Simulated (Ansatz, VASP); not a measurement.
## Two plane-wave programs on MoS2

File INCAR:

```
SYSTEM = MoS2
  PREC = Accurate
  ENCUT = 520
  EDIFF = 1E-6
  ISMEAR = 0
  SIGMA = 0.05
  LREAL = .FALSE.
  LASPH = .TRUE.
  NELM = 100
  ALGO = Normal
  ISIF = 2
  LWAVE = .FALSE.
  LCHARG = .FALSE.
  GGA = PS
  NBANDS = 35
```

The input KPOINTS:

```
Automatic mesh
0
G
  12 12 2
  0 0 0
```

POSCAR

```
MoS2
1.0
    3.1414322073      0.0000000000      0.0000000000
   -1.5707161036      2.8633895008      0.0000000000
    0.0000000000      0.0000000000     12.5788196111
Mo S
2 4
Direct
    0.3333333333      0.6666666667      0.2500000000
    0.6666666667      0.3333333333      0.7500000000
    0.3333333333      0.6666666667      0.6260538431
    0.6666666667      0.3333333333      0.1260538431
    0.3333333333      0.6666666667      0.8739461569
    0.6666666667      0.3333333333      0.3739461569
```

Input for Ansatz:

```yaml
crystal:
  lattice:
    - [3.1414322073, 0.0, 0.0]
    - [-1.5707161036, 2.8633895008, 0.0]
    - [0.0, 0.0, 12.5788196111]
  atoms:
    - { symbol: Mo, position: [0.3333333333, 0.6666666667, 0.25] }
    - { symbol: Mo, position: [0.6666666667, 0.3333333333, 0.75] }
    - { symbol: S, position: [0.3333333333, 0.6666666667, 0.6260538431] }
    - { symbol: S, position: [0.6666666667, 0.3333333333, 0.1260538431] }
    - { symbol: S, position: [0.3333333333, 0.6666666667, 0.8739461569] }
    - { symbol: S, position: [0.6666666667, 0.3333333333, 0.3739461569] }
basis:
  ecutwfc: 420
kpoints:
  mp_grid: { grid: [12, 12, 2] }
hamiltonian:
  xc: pbesol
scf:
  occupations: { method: gaussian, width: 0.05 }
output:
  forces: true
  stress: true
  eigenvalues: true
```

Change from the starting cell: strain +0.0525 x Voigt [0, 1, 0, 0, 0, 0], atoms carried along.

Alike in both runs: task single point; functional PBEsol; k mesh 12 × 12 × 2; occupations gaussian, width 0.05 eV; no spin polarisation.

```csv
,VASP,Ansatz
version,VASP 6.6.1,Ansatz 0.2.0
potentials or method,"VASP PAW PBE potentials, release 64 (Mo_sv, S), cutoff 520 eV","scalar-relativistic, plane waves, PAW"
valence electrons in the cell,52,52
```

|  | VASP | Ansatz | Ansatz less VASP |
| --- | --- | --- | --- |
| gap on the k mesh at the Fermi level (eV) | 0.88 | 0.87 | -0.016 |
| least direct gap on the mesh (eV) | 1.50 | 1.50 | -0.004 |
| pressure (GPa) | -6.6 | -6.6 | +0.02 |
| traceless stress, the component that is largest in VASP (GPa) | -4.99 | -4.99 | 0.000 |
| rms of the force components (eV/Å) | 0.250 | 0.251 | +0.0012 |

VASP's potentials were made for PBE, not for PBEsol. Atom by atom the forces differ by 0.001 eV/Å (rms over components).
